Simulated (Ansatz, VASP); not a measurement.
## Two plane-wave programs on Rb

INCAR

```
SYSTEM = Rb
ALGO = Normal ; EDIFF = 1E-6
ENCUT = 520 ; GGA = RP
ISIF = 2 ; ISMEAR = 1
IVDW = 13 ; LASPH = .True.
LCHARG = .False. ; LREAL = .False.
LWAVE = .False. ; NBANDS = 10
NELM = 60 ; PREC = Accurate
SIGMA = 0.01
```

KPOINTS

```
k-points
0
Gamma
  7 7 7
  0 0 0
```

POSCAR

```
Rb
1.0
   -2.8025000000      2.8025000000      2.8025000000
    2.8025000000     -2.8025000000      2.8025000000
    2.8025000000      2.8025000000     -2.8025000000
Rb
1
Direct
    0.0000000000      0.0000000000      0.0000000000
```

The input input.yaml:

```yaml
crystal:
  lattice:
    - [-2.8025, 2.8025, 2.8025]
    - [2.8025, -2.8025, 2.8025]
    - [2.8025, 2.8025, -2.8025]
  atoms:
    - { symbol: Rb, position: [0.0, 0.0, 0.0] }
hamiltonian:
  xc: rpbe
  pseudopotentials: { kind: nc }
  dispersion: d4
kpoints:
  mp_grid: { grid: [7, 7, 7] }
scf:
  occupations: { method: methfessel_paxton, width: 0.01 }
  mixing: { preconditioner: local_kerker }
output:
  forces: true
  stress: true
  eigenvalues: true
  bader: false
  populations: true
  write_density: true
  write_potential: true
  elf: true
  volumetric_format: npy
```

Alike in both runs: functional RPBE; dispersion D4; k mesh 7 × 7 × 7; occupations methfessel-paxton of order 1, width 0.01 eV; no spin polarisation.

```csv
,VASP,Ansatz
version,VASP 6.6.1,Ansatz 0.2.0
potentials or method,"VASP PAW PBE potentials, release 64 (Rb_sv)",Ansatz NC
plane-wave cutoff (eV),520,630
valence electrons in the cell,9,9
task,single point,atomic charges
```

|  | VASP | Ansatz | Ansatz less VASP |
| --- | --- | --- | --- |
| gap on the k mesh at the Fermi level (eV) | none | none | - |
| pressure (GPa) | 0.2 | 0.2 | -0.01 |

VASP's potentials were made for PBE, not for RPBE. A gap of «none» marks a metal or a gap that the smearing closes.

Noted on Ansatz's run: the potentials were made for another functional, which shifts forces and pressure.
